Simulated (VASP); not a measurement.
# AgCl (Pm-3m) in VASP: a series of runs

AgCl is run at these levels: PBE, r2SCAN; tasks: single point.

All numbers are computed with VASP 6.6.1; they aren't measurements. Logs are shortened: lines on timing, memory, paths and dates and some standing lists are left out, and cuts for length are marked.

## (1) The cell of the first run

The structure is cubic, space group Pm-3m (No. 221). Conventional cell: a = 3.396 Å, b = 3.396 Å, c = 3.396 Å, α = 90.00°, β = 90.00°, γ = 90.00°. Ag (site symmetry m-3m) has 8 Cl at 2.94 Å and 6 Ag at 3.40 Å within 3.9 Å. Within 3.9 Å of Cl (site symmetry m-3m) lie 8 Ag at 2.94 Å and 6 Cl at 3.40 Å.

## (2) Single point, PBE

INCAR

```
SYSTEM = AgCl
PREC     = Accurate       ! precision mode
ENCUT    = 520            ! plane-wave cutoff, eV
EDIFF    = 1E-6           ! SCF threshold, eV
ISMEAR   = 0              ! smearing method
SIGMA    = 0.01           ! smearing width, eV
LREAL    = .FALSE.        ! projectors in reciprocal space
LASPH    = .TRUE.         ! aspherical terms in the spheres
NELM     = 60             ! most SCF steps
ALGO     = Normal         ! electronic algorithm
ISIF     = 2              ! what is computed and relaxed
LWAVE    = .FALSE.        ! write WAVECAR
LCHARG   = .FALSE.        ! write CHGCAR
GGA      = PE             ! functional
NBANDS   = 16             ! bands
```

KPOINTS

```
regular mesh
0
G
  6 6 6
  0 0 0
```

POSCAR

```
AgCl
1.0
    3.3955880419      0.0000000000      0.0000000000
    0.0000000000      3.3955880419      0.0000000000
    0.0000000000      0.0000000000      3.3955880419
Ag Cl
1 1
Direct
    0.0000000000      0.0000000000      0.0000000000
    0.5000000000      0.5000000000      0.5000000000
```

Potentials or basis: VASP PAW PBE potentials, release 64 (Ag, Cl).

Launch:

```console
$ cat potpaw_PBE.64/Ag/POTCAR potpaw_PBE.64/Cl/POTCAR > POTCAR
$ mpirun -np 1 vasp_std > vasp.out
```

OUTCAR:

```text
SYSTEM = AgCl
   PREC = Accurate
   ENCUT = 520
   EDIFF = 1E-6
   ISMEAR = 0
   LREAL = .FALSE.
   LASPH = .TRUE.
   NELM = 60
   ISIF = 2
   GGA = PE

 ion  position               nearest neighbor table
   1  0.000  0.000  0.000-   2 2.94   2 2.94   2 2.94   2 2.94   2 2.94   2 2.94   2 2.94   2 2.94

   2  0.500  0.500  0.500-   1 2.94   1 2.94   1 2.94   1 2.94   1 2.94   1 2.94   1 2.94   1 2.94

  LATTYP: Found a simple cubic cell.
 ALAT       =     3.3955880419

  Lattice vectors:

 A1 = (   3.3955880419,   0.0000000000,   0.0000000000)
 A2 = (   0.0000000000,   3.3955880419,   0.0000000000)
 A3 = (   0.0000000000,   0.0000000000,   3.3955880419)

Analysis of symmetry for initial positions (statically):
=====================================================================
 Subroutine PRICEL returns:
 Original cell was already a primitive cell.

 Routine SETGRP: Setting up the symmetry group for a
 simple cubic supercell.

 Subroutine GETGRP returns: Found 48 space group operations
 (whereof 48 operations were pure point group operations)
 out of a pool of 48 trial point group operations.

The static configuration has the point symmetry O_h .

Analysis of symmetry for dynamics (positions and initial velocities):
=====================================================================
 Subroutine PRICEL returns:
 Original cell was already a primitive cell.

 Routine SETGRP: Setting up the symmetry group for a
 simple cubic supercell.

 Subroutine GETGRP returns: Found 48 space group operations
 (whereof 48 operations were pure point group operations)
 out of a pool of 48 trial point group operations.

The dynamic configuration has the point symmetry O_h .

 Subroutine INISYM returns: Found 48 space group operations
 (whereof 48 operations are pure point group operations),
 and found     1 'primitive' translations

----------------------------------------------------------------------------------------

                                     Primitive cell

  volume of cell :      39.1512

  direct lattice vectors                    reciprocal lattice vectors
     3.395588042  0.000000000  0.000000000     0.294499800  0.000000000  0.000000000
     0.000000000  3.395588042  0.000000000     0.000000000  0.294499800  0.000000000
     0.000000000  0.000000000  3.395588042     0.000000000  0.000000000  0.294499800

  length of vectors
     3.395588042  3.395588042  3.395588042     0.294499800  0.294499800  0.294499800

  position of ions in fractional coordinates (direct lattice)
     0.000000000  0.000000000  0.000000000
     0.500000000  0.500000000  0.500000000

  ion indices of the primitive-cell ions
   primitive index   ion index
                 1           1
                 2           2

----------------------------------------------------------------------------------------

 KPOINTS: regular mesh

Automatic generation of k-mesh.
 Grid dimensions read from file:
 generate k-points for:    6    6    6

 Generating k-lattice:

  Cartesian coordinates                     Fractional coordinates (reciprocal lattice)
     0.049083300  0.000000000  0.000000000     0.166666667  0.000000000  0.000000000
     0.000000000  0.049083300  0.000000000     0.000000000  0.166666667  0.000000000
     0.000000000  0.000000000  0.049083300     0.000000000  0.000000000  0.166666667

  Length of vectors
     0.049083300  0.049083300  0.049083300

  Shift w.r.t. Gamma in fractional coordinates (k-lattice)
     0.000000000  0.000000000  0.000000000

 Subroutine IBZKPT returns following result:
 ===========================================

 Found     20 irreducible k-points:

 Following reciprocal coordinates:
            Coordinates               Weight
  0.000000  0.000000  0.000000      1.000000
  0.166667  0.000000  0.000000      6.000000
  0.333333  0.000000  0.000000      6.000000
  0.500000  0.000000  0.000000      3.000000
  0.166667  0.166667  0.000000     12.000000
  0.333333  0.166667  0.000000     24.000000
[... 12 lines left out ...]
  0.500000  0.500000  0.333333      6.000000
  0.500000  0.500000  0.500000      1.000000
   k-points           NKPTS =     20   k-points in BZ     NKDIM =     20   number of bands    NBANDS=     16
   number of dos      NEDOS =    301   number of ions     NIONS =      2
   total plane-waves  NPLWV =  21952
   dimension x,y,z NGX =    28 NGY =   28 NGZ =   28
   dimension x,y,z NGXF=    56 NGYF=   56 NGZF=   56
   ions per type =               1   1
   NGX,Y,Z   is equivalent  to a cutoff of  13.71, 13.71, 13.71 a.u.
   NGXF,Y,Z  is equivalent  to a cutoff of  27.42, 27.42, 27.42 a.u.
 SYSTEM =  AgCl
   PREC   = accura    normal or accurate (medium, high low for compatibility)
   ISTART =      0    job   : 0-new  1-cont  2-samecut
   ICHARG =      2    charge: 1-file 2-atom 10-const
   ISPIN  =      1    spin polarized calculation?
   LNONCOLLINEAR =      F non collinear calculations
   LSORBIT =      F    spin-orbit coupling
   LASPH  =      T    aspherical Exc in radial PAW
   ENCUT  =  520.0 eV  38.22 Ry    6.18 a.u.   6.31  6.31  6.31*2*pi/ulx,y,z
   NELM   =     60;   NELMIN=  2; NELMDL= -5     # of ELM steps
   EDIFF  = 0.1E-05   stopping-criterion for ELM
   LREAL  =      F    real-space projection
   EDIFFG = 0.1E-04   stopping-criterion for IOM
   NSW    =      0    number of steps for IOM
   IBRION =     -1    ionic relax: 0-MD 1-quasi-New 2-CG
   NFREE  =      0    steps in history (QN), initial steepest desc. (CG)
   ISIF   =      2    stress and relaxation
   ISYM   =      2    0-nonsym 1-usesym 2-fastsym
   POTIM  = 0.5000    time-step for ionic-motion
   TEBEG  =    0.0;   TEEND  =   0.0 temperature during run
   PSTRESS=    0.0 pullay stress
   NELECT =      18.0000    total number of electrons
   NUPDOWN=      -1.0000    fix difference up-down
   EMIN   =  10.00;   EMAX   =-10.00  energy-range for DOS
   EFERMI =   0.00;   METHOD = LEGACY
   ISMEAR =     0;   SIGMA  =   0.01  broadening in eV -4-tet -1-fermi 0-gaus
   EFERMI_NEDOS =   21; number of points for ismear=-14 and -15
   IALGO  =     38    algorithm
   IMIX   =      4    mixing-type and parameters
     AMIX     =   0.40;   BMIX     =  1.00
     AMIX_MAG =   1.60;   BMIX_MAG =  1.00
  volume/ion in A,a.u.               =      19.58       132.10
  Fermi-wavevector in a.u.,A,eV,Ry     =   1.263525  2.387717 21.721655  1.596497
  Thomas-Fermi vector in A             =   2.396878
   LORBIT       =      0    0 simple, 1 ext, 2 COOP (PROOUT), +10 PAW based schemes
   GGA     = PE    functional components
   LHFCALC =     F    Hartree Fock is set to
   AEXX    =    0.0000 exact exchange contribution
   IVDW    =     0    specifies the selected vdW correction
   LEPSILON=     F    determine dielectric tensor
   LRPA    =     F    only Hartree local field effects (RPA)
 non-spin polarized calculation
 Gauss-broadening in eV      SIGMA  =   0.01
  energy-cutoff  :      520.00
  volume of cell :       39.15
 maximum number of plane-waves:      1068
 NGX is ok and might be reduce to    28
   NGX = 13   NGY = 13   NGZ = 13

 number of electron      18.0000002 magnetization

 Free energy of the ion-electron system (eV)
  ---------------------------------------------------
  ext. energy  EPLUGINS =         0.00000000
  ---------------------------------------------------
  free energy    TOTEN  =        -5.11459163 eV

  energy without entropy =       -5.11459163  energy(sigma->0) =       -5.11459163

 E-fermi :   4.4270     XC(G=0): -10.5650

 val. band max:        4.3121665665   @ k =   0.5000   0.0000   0.0000
 cond. band min:       4.8958036172   @ k =   0.0000   0.0000   0.0000
 fundamental gap:      0.5836370507
 Fermi energy:         4.4269591614

 k-point     1 :       0.0000    0.0000    0.0000
  band No.  band energies     occupation
      1     -10.4686      2.00000
      2       1.4535      2.00000
      3       1.4535      2.00000
      4       2.4605      2.00000
      5       2.4605      2.00000
      6       2.4605      2.00000
[... 8 lines left out ...]
     15      18.2277      0.00000
     16      20.7874      0.00000

 k-point     2 :       0.1667    0.0000    0.0000
  band No.  band energies     occupation
      1     -10.3518      2.00000
      2       0.9436      2.00000
      3       1.4925      2.00000
      4       1.9109      2.00000
      5       1.9109      2.00000
      6       2.2306      2.00000
[... 8 lines left out ...]
     15      17.7293      0.00000
     16      20.6721      0.00000

 k-point     3 :       0.3333    0.0000    0.0000
  band No.  band energies     occupation
      1     -10.0982      2.00000
      2      -0.3875      2.00000
      3       1.4706      2.00000
      4       1.4706      2.00000
      5       1.5720      2.00000
      6       2.5015      2.00000
[... 8 lines left out ...]
     15      19.4970      0.00000
     16      20.4467      0.00000

 k-point     4 :       0.5000    0.0000    0.0000
  band No.  band energies     occupation
      1      -9.9594      2.00000
      2      -0.9619      2.00000
      3       1.3144      2.00000
      4       1.3144      2.00000
      5       1.6127      2.00000
      6       2.5153      2.00000
[... 8 lines left out ...]
     15      20.2728      0.00000
     16      20.3364      0.00000
[... 248 lines left out ...]
 k-point    18 :       0.5000    0.3333    0.3333
  band No.  band energies     occupation
      1      -9.4434      2.00000
      2      -0.0470      2.00000
      3       0.1209      2.00000
      4       0.6174      2.00000
      5       2.4072      2.00000
      6       2.5620      2.00000
[... 8 lines left out ...]
     15      18.9462      0.00000
     16      20.7323      0.00000

 k-point    19 :       0.5000    0.5000    0.3333
  band No.  band energies     occupation
      1      -9.3419      2.00000
      2      -0.0874      2.00000
      3      -0.0874      2.00000
      4       0.2391      2.00000
      5       2.5071      2.00000
      6       2.7948      2.00000
[... 8 lines left out ...]
     15      21.3024      0.00000
     16      21.3024      0.00000

 k-point    20 :       0.5000    0.5000    0.5000
  band No.  band energies     occupation
      1      -9.2337      2.00000
      2      -0.2218      2.00000
      3      -0.2218      2.00000
      4      -0.2218      2.00000
      5       2.7996      2.00000
      6       2.7996      2.00000
[... 8 lines left out ...]
     15      22.0853      0.00000
     16      22.0853      0.00000

------------------------ aborting loop because EDIFF is reached ----------------------------------------

  FORCE on cell =-STRESS in cart. coord.  units (eV):
  Direction    XX          YY          ZZ          XY          YZ          ZX
  --------------------------------------------------------------------------------------
  -------------------------------------------------------------------------------------
  Total        0.3605887      0.3605887      0.3605887     -0.0000000     -0.0000000     -0.0000000
  in kB       14.7563066     14.7563066     14.7563066     -0.0000000     -0.0000000     -0.0000000
  external PRESSURE =      14.7563066 kB  Pullay stress =       0.0000000 kB

 VOLUME and BASIS-vectors are now :
 -----------------------------------------------------------------------------
  energy-cutoff  :      520.00
  volume of cell :       39.15
      direct lattice vectors                 reciprocal lattice vectors
     3.395588042  0.000000000  0.000000000     0.294499800  0.000000000  0.000000000
     0.000000000  3.395588042  0.000000000     0.000000000  0.294499800  0.000000000
     0.000000000  0.000000000  3.395588042     0.000000000  0.000000000  0.294499800

 POSITION                                       TOTAL-FORCE (eV/Angst)
 -----------------------------------------------------------------------------------
      0.00000      0.00000      0.00000         0.000000      0.000000      0.000000
      1.69779      1.69779      1.69779         0.000000      0.000000      0.000000
 -----------------------------------------------------------------------------------
    total drift:                               -0.000000      0.000000      0.000000

  FREE ENERGIE OF THE ION-ELECTRON SYSTEM (eV)
  ---------------------------------------------------
  free  energy   TOTEN  =        -5.1145916349 eV

  energy  without entropy=       -5.1145916349  energy(sigma->0) =       -5.11459163
```

Run time: 5 s. Hardware: 1 thread of Intel Xeon 6975P-C (Granite Rapids), shared host; peak memory 0.15 GiB.

What came out:

| Item | Value |
| --- | --- |
| Free energy | -5.1146 eV |
| Pressure | 1.5 GPa |
| Band gap on the k mesh | 0.58 eV, indirect (least direct gap 2.19 eV) |

A k mesh can miss the band edges. Expect the measured gap to be larger: semilocal functionals such as PBE lack the derivative discontinuity.

[end of part 1 of 3]
